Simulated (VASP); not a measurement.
AlN, 2 atoms in the cell. It takes space group F-43m (No. 216, cubic). Conventional cell: a = 4.399 Å, b = 4.399 Å, c = 4.399 Å, α = 90.00°, β = 90.00°, γ = 90.00°. Within 2.5 Å of Al (site symmetry -43m) lie 4 N at 1.90 Å. Within 2.5 Å of N (site symmetry -43m) lie 4 Al at 1.90 Å. 

| Item | Value |
| --- | --- |
| Program | VASP 6.6.1 |
| Task | single point |
| Functional | PBEsol |
| Potentials or basis | VASP PAW PBE potentials, release 64 (Al, N) |
| Cutoff | 600 eV |
| k mesh | 8 × 8 × 8 |
| Occupations | gaussian, width 0.01 eV |
| Spin | no spin polarisation |
| Dipole correction | no |
| Further INCAR settings | ALGO = Normal; EDIFF = 1e-06; NBANDS = 11 |

Potentials or basis: VASP PAW PBE potentials, release 64 (Al, N).

Launch:

```bash
$ cat potpaw_PBE.64/Al/POTCAR potpaw_PBE.64/N/POTCAR > POTCAR
$ mpirun -np 1 vasp_std > vasp.out
```

Hardware: 1 thread of Intel(R) Xeon(R) 6975P-C (Granite Rapids), on a shared host.

Problem. How long does it take, and how much memory?

Solution. Run time: 4.4 s on 1 thread of Intel(R) Xeon(R) 6975P-C (Granite Rapids), with other jobs on the host, peak memory 0.15 GiB. Counts: scf iterations 11, k points 29.
